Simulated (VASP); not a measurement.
Set up this calculation in VASP 6.6.1, as the native input.

```
Task                   : relaxation of cell and atoms
Functional             : PBE
Potentials or basis    : VASP PAW PBE potentials, release 64 (Li_sv, F)
Cutoff                 : 600 eV
k mesh                 : 12 × 12 × 12
Occupations            : gaussian, width 0.1 eV
Spin                   : no spin polarisation
Dipole correction      : no
Further INCAR settings : ALGO = Normal; EDIFF = 1e-06; IBRION = 2; EDIFFG = -0.01; NSW = 100; ISIF = 3
```

The structure of Li3F2 lies in POSCAR:

```
Li3F2
1.0
    0.0000000000      6.3434025723      2.3720719107
    1.9282398670      0.0000000000      2.3720719107
    1.9282398670      6.3434025723      0.0000000000
Li F
3 2
Direct
    0.0152968399      0.0152968399      0.9847031601
    0.2772257195      0.6276439040      0.3723560960
    0.6276439040      0.2772257195      0.7227742805
    0.8689448199      0.2109052828      0.7890947172
    0.2109052828      0.8689448199      0.1310551801
```

The cell was generated, and may not be a known phase.

These files were run (other wordings do the same):

INCAR

```
PREC = Accurate
ENCUT = 600
EDIFF = 1E-6
ISMEAR = 0
SIGMA = 0.1
LREAL = F
LASPH = T
NELM = 100
ALGO = Normal
ISIF = 3
LWAVE = F
LCHARG = F
GGA = PE
IBRION = 2
NSW = 100
EDIFFG = -0.01
```

KPOINTS

```
Automatic mesh
0
Gamma
  12 12 12
```

Potentials or basis: VASP PAW PBE potentials, release 64 (Li_sv, F).

The run is started by

```sh
$ cat potpaw_PBE.64/Li_sv/POTCAR potpaw_PBE.64/F/POTCAR > POTCAR
$ mpirun -np 1 vasp_std > vasp.out
```

Results of the run:

```yaml
Relaxed_volume: 10.95 Å³/atom
Relaxed_cell: a = 6.916 Å, b = 2.878 Å, c = 6.915 Å, α = 78.02°, β = 24.02°, γ = 77.96°
Space_group_after_relaxing_to_0.1_Å: I4/mmm (No. 139)
Energy_gained_by_relaxing: 10.1 meV/atom
Ionic_steps: 38
Pressure_after_relaxing: 0.0 GPa
Largest_force_after_relaxing: 0.009 eV/Å
Band_gap_on_the_k_mesh: zero (an odd number of electrons rules out a gap without spin polarisation)
```

Caveat: the cutoff is under 1.25 times the usual one of these potentials, so pressure, stress and relaxed cells hold a basis-set (Pulay) error.

Wall time 89 min on 1 thread of Intel(R) Xeon(R) 6975P-C (Granite Rapids), on a shared host, peak memory 0.49 GiB.
